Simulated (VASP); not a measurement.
# AlCo (Pm-3m) in VASP: further runs

AlCo is run at these levels: r2SCAN, HSE06; tasks: single point.

Everything below comes from runs of VASP 6.6.1. Logs are shortened: lines on timing, memory, paths and dates and some standing lists are left out, and cuts for length are marked.

### Step 1. The cell of the first run

The structure is cubic, space group Pm-3m (No. 221). Conventional cell: a = 2.819 Å, b = 2.819 Å, c = 2.819 Å, α = 90.00°, β = 90.00°, γ = 90.00°. Within 3.2 Å of Co (site symmetry m-3m) lie 8 Al at 2.44 Å and 6 Co at 2.82 Å. Al (site symmetry m-3m) has 8 Co at 2.44 Å and 6 Al at 2.82 Å within 3.2 Å.

### Step 2. Single point, r2SCAN, collinear spin, ferromagnetic start

File POSCAR:

```
AlCo
1.0
    2.8194032100      0.0000000000      0.0000000000
    0.0000000000      2.8194032100      0.0000000000
    0.0000000000      0.0000000000      2.8194032100
Co Al
1 1
Direct
    0.5000000000      0.5000000000      0.5000000000
    0.0000000000      0.0000000000      0.0000000000
```

File INCAR.step1:

```
SYSTEM = AlCo
ALGO     = Normal         ! electronic algorithm
EDIFF    = 1E-5           ! SCF threshold, eV
ENCUT    = 760            ! plane-wave cutoff, eV
GGA      = PE             ! functional
GGA_COMPAT= .False.      
ISMEAR   = 0              ! smearing method
ISPIN    = 2              ! spin polarisation
LASPH    = .True.         ! aspherical terms in the spheres
LCHARG   = .False.        ! write CHGCAR
LMAXMIX  = 4              ! l up to which the mixer works
LREAL    = .False.        ! projectors in reciprocal space
LWAVE    = .True.         ! write WAVECAR
MAGMOM   = 2 0            ! initial moments
NBANDS   = 21             ! bands
NELM     = 200            ! most SCF steps
PREC     = Accurate       ! precision mode
SIGMA    = 0.05           ! smearing width, eV
```

File INCAR.step2:

```
SYSTEM = AlCo
ALGO     = Normal         ! electronic algorithm
EDIFF    = 1E-6           ! SCF threshold, eV
ENCUT    = 760            ! plane-wave cutoff, eV
GGA_COMPAT= .False.      
ISIF     = 2              ! what is computed and relaxed
ISMEAR   = 0              ! smearing method
ISPIN    = 2              ! spin polarisation
ISTART   = 1            
LASPH    = .True.         ! aspherical terms in the spheres
LCHARG   = .False.        ! write CHGCAR
LMAXMIX  = 4              ! l up to which the mixer works
LMIXTAU  = .True.       
LORBIT   = 11             ! projections on sites
LREAL    = .False.        ! projectors in reciprocal space
LWAVE    = .False.        ! write WAVECAR
MAGMOM   = 2 0            ! initial moments
METAGGA  = R2SCAN         ! meta-GGA
NBANDS   = 21             ! bands
NELM     = 200            ! most SCF steps
PREC     = Accurate       ! precision mode
SIGMA    = 0.05           ! smearing width, eV
```

File KPOINTS:

```
k-points
0
Gamma
  13 13 13
  0 0 0
```

Potentials or basis: VASP PAW PBE potentials, release 64 (Co_sv, Al).

Command:

```
$ cat potpaw_PBE.64/Co_sv/POTCAR potpaw_PBE.64/Al/POTCAR > POTCAR
$ cp INCAR.step1 INCAR
$ mpirun -np 1 vasp_std > vasp.out
$ cp INCAR.step2 INCAR
$ mpirun -np 1 vasp_std > vasp.out
```

OUTCAR:

```text
SYSTEM = AlCo
   EDIFF = 1E-6
   ENCUT = 760
   ISIF = 2
   ISMEAR = 0
   ISPIN = 2
   ISTART = 1
   LASPH = .True.
   LORBIT = 11
   LREAL = .False.
   METAGGA = R2SCAN
   NELM = 200
   PREC = Accurate

 ion  position               nearest neighbor table
   1  0.500  0.500  0.500-   2 2.44   2 2.44   2 2.44   2 2.44   2 2.44   2 2.44   2 2.44   2 2.44

   2  0.000  0.000  0.000-   1 2.44   1 2.44   1 2.44   1 2.44   1 2.44   1 2.44   1 2.44   1 2.44

  LATTYP: Found a simple cubic cell.
 ALAT       =     2.8194032100

  Lattice vectors:

 A1 = (   2.8194032100,   0.0000000000,   0.0000000000)
 A2 = (   0.0000000000,   2.8194032100,   0.0000000000)
 A3 = (   0.0000000000,   0.0000000000,   2.8194032100)

Analysis of symmetry for initial positions (statically):
=====================================================================
 Subroutine PRICEL returns:
 Original cell was already a primitive cell.

 Routine SETGRP: Setting up the symmetry group for a
 simple cubic supercell.

 Subroutine GETGRP returns: Found 48 space group operations
 (whereof 48 operations were pure point group operations)
 out of a pool of 48 trial point group operations.

The static configuration has the point symmetry O_h .

Analysis of symmetry for dynamics (positions and initial velocities):
=====================================================================
 Subroutine PRICEL returns:
 Original cell was already a primitive cell.

 Routine SETGRP: Setting up the symmetry group for a
 simple cubic supercell.

 Subroutine GETGRP returns: Found 48 space group operations
 (whereof 48 operations were pure point group operations)
 out of a pool of 48 trial point group operations.

The dynamic configuration has the point symmetry O_h .

Analysis of structural, dynamic, and magnetic symmetry:
=====================================================================
 Subroutine PRICEL returns:
 Original cell was already a primitive cell.

 Routine SETGRP: Setting up the symmetry group for a
 simple cubic supercell.

 Subroutine GETGRP returns: Found 48 space group operations
 (whereof 48 operations were pure point group operations)
 out of a pool of 48 trial point group operations.

The overall configuration has the point symmetry O_h .

 Subroutine INISYM returns: Found 48 space group operations
 (whereof 48 operations are pure point group operations),
 and found     1 'primitive' translations

----------------------------------------------------------------------------------------

                                     Primitive cell

  volume of cell :      22.4115

  direct lattice vectors                    reciprocal lattice vectors
     2.819403210  0.000000000  0.000000000     0.354684990  0.000000000  0.000000000
     0.000000000  2.819403210  0.000000000     0.000000000  0.354684990  0.000000000
     0.000000000  0.000000000  2.819403210     0.000000000  0.000000000  0.354684990

  length of vectors
     2.819403210  2.819403210  2.819403210     0.354684990  0.354684990  0.354684990

  position of ions in fractional coordinates (direct lattice)
     0.500000000  0.500000000  0.500000000
     0.000000000  0.000000000  0.000000000

  ion indices of the primitive-cell ions
   primitive index   ion index
                 1           1
                 2           2

----------------------------------------------------------------------------------------

 KPOINTS: k-points

Automatic generation of k-mesh.
 Grid dimensions read from file:
 generate k-points for:   13   13   13

 Generating k-lattice:

  Cartesian coordinates                     Fractional coordinates (reciprocal lattice)
     0.027283461  0.000000000  0.000000000     0.076923077  0.000000000  0.000000000
     0.000000000  0.027283461  0.000000000     0.000000000  0.076923077  0.000000000
     0.000000000  0.000000000  0.027283461     0.000000000  0.000000000  0.076923077

  Length of vectors
     0.027283461  0.027283461  0.027283461

  Shift w.r.t. Gamma in fractional coordinates (k-lattice)
     0.000000000  0.000000000  0.000000000

[... 44 lines left out ...]
   NGX = 13   NGY = 13   NGZ = 13

 number of electron      19.9999999 magnetization      -0.0000120

 Free energy of the ion-electron system (eV)
  ---------------------------------------------------
  ext. energy  EPLUGINS =         0.00000000
  ---------------------------------------------------
  free energy    TOTEN  =       -21.13364290 eV

  energy without entropy =      -21.13293007  energy(sigma->0) =      -21.13328649

 E-fermi :  11.8037     XC(G=0): -13.6894

 val. band max:       11.8002572549   @ k =   0.4615   0.3846   0.0000
 cond. band min:      11.8394230978   @ k =   0.4615   0.3846   0.0769
 fundamental gap:      0.0391658429
 Fermi energy:        11.8037492487

 spin component 1

 k-point     1 :       0.0000    0.0000    0.0000
  band No.  band energies     occupation
      1     -86.5939      1.00000
      2     -48.4791      1.00000
      3     -48.4791      1.00000
      4     -48.4791      1.00000
      5      -0.1936      1.00000
      6       8.5540      1.00000
[... 13 lines left out ...]
     20      36.7286      0.00000
     21      36.7286      0.00000
[... 529 lines left out ...]
 k-point    24 :       0.3846    0.3077    0.0000
  band No.  band energies     occupation
      1     -86.5881      1.00000
      2     -48.5206      1.00000
      3     -48.5096      1.00000
      4     -48.4725      1.00000
      5       4.2780      1.00000
      6       7.3760      1.00000
[... 13 lines left out ...]
     20      34.5263      0.00000
     21      36.5407      0.00000

 [... further k-points ...]

 spin component 2

 k-point     1 :       0.0000    0.0000    0.0000
  band No.  band energies     occupation
      1     -86.5939      1.00000
      2     -48.4791      1.00000
      3     -48.4791      1.00000
      4     -48.4791      1.00000
      5      -0.1936      1.00000
      6       8.5539      1.00000
[... 13 lines left out ...]
     20      36.7286      0.00000
     21      36.7286      0.00000
[... 529 lines left out ...]
 k-point    24 :       0.3846    0.3077    0.0000
  band No.  band energies     occupation
      1     -86.5881      1.00000
      2     -48.5206      1.00000
      3     -48.5096      1.00000
      4     -48.4725      1.00000
      5       4.2780      1.00000
      6       7.3759      1.00000
[... 13 lines left out ...]
     20      34.5263      0.00000
     21      36.5407      0.00000

 [... further k-points ...]

------------------------ aborting loop because EDIFF is reached ----------------------------------------

  FORCE on cell =-STRESS in cart. coord.  units (eV):
  Direction    XX          YY          ZZ          XY          YZ          ZX
  --------------------------------------------------------------------------------------
  -------------------------------------------------------------------------------------
  Total       -0.0017454     -0.0017454     -0.0017454     -0.0000000     -0.0000000     -0.0000000
  in kB       -0.1247774     -0.1247774     -0.1247774     -0.0000000     -0.0000000     -0.0000000
  external PRESSURE =      -0.1247774 kB  Pullay stress =       0.0000000 kB

 VOLUME and BASIS-vectors are now :
 -----------------------------------------------------------------------------
  energy-cutoff  :      760.00
  volume of cell :       22.41
      direct lattice vectors                 reciprocal lattice vectors
     2.819403210  0.000000000  0.000000000     0.354684990  0.000000000  0.000000000
     0.000000000  2.819403210  0.000000000     0.000000000  0.354684990  0.000000000
     0.000000000  0.000000000  2.819403210     0.000000000  0.000000000  0.354684990

 POSITION                                       TOTAL-FORCE (eV/Angst)
 -----------------------------------------------------------------------------------
      1.40970      1.40970      1.40970         0.000000      0.000000      0.000000
      0.00000      0.00000      0.00000         0.000000      0.000000      0.000000
 -----------------------------------------------------------------------------------
    total drift:                                0.000000      0.000000      0.000000

  FREE ENERGIE OF THE ION-ELECTRON SYSTEM (eV)
  ---------------------------------------------------
  free  energy   TOTEN  =       -21.1336428961 eV

  energy  without entropy=      -21.1329300745  energy(sigma->0) =      -21.13328649

 total charge

# of ion       s       p       d       tot
------------------------------------------
    1        2.220   6.127   6.890  15.237
    2        0.395   0.456   0.000   0.851
--------------------------------------------------
tot          2.616   6.582   6.890  16.088

 magnetization (x)

# of ion       s       p       d       tot
------------------------------------------
    1       -0.000  -0.000  -0.000  -0.000
    2       -0.000  -0.000   0.000  -0.000
--------------------------------------------------
tot         -0.000  -0.000  -0.000  -0.000
```

Wall time 3.9 min (1 thread of Intel Xeon 6975P-C (Granite Rapids), shared host); peak memory 0.25 GiB.

What came out:

```
Free energy                                           : -21.1336 eV
Pressure                                              : 0.0 GPa
Band gap on the k mesh                                : zero (filled and empty bands overlap)
Net moment                                            : 0.00 μB per cell
Valence electrons inside the program's atomic spheres : Co 15.24; Al 0.85
```

Levels at points of the mesh, in eV from the Fermi level:
Spin up:
```
           k point  band 6  band 7  band 8  band 9  band 10  band 11  band 12  band 13  band 14  band 15
(0.00, 0.00, 0.00)   -3.25   -3.25   -1.14   -1.14    -1.14     6.43     6.43     6.43     9.11     9.11
```
Spin down:
| k point | band 7 | band 8 | band 9 | band 10 | band 11 | band 12 | band 13 | band 14 |
| --- | --- | --- | --- | --- | --- | --- | --- | --- |
| (0.00, 0.00, 0.00) | -3.25 | -1.14 | -1.14 | -1.14 | 6.43 | 6.43 | 6.43 | 9.11 |

Caveat: the moments typed at the start vanished in this run; the PAW data sets were made with another functional, which shifts forces and pressure a little.

[end of part 1 of 2]

The gap in the log of VASP goes by the Fermi energy; the results here count the filled bands.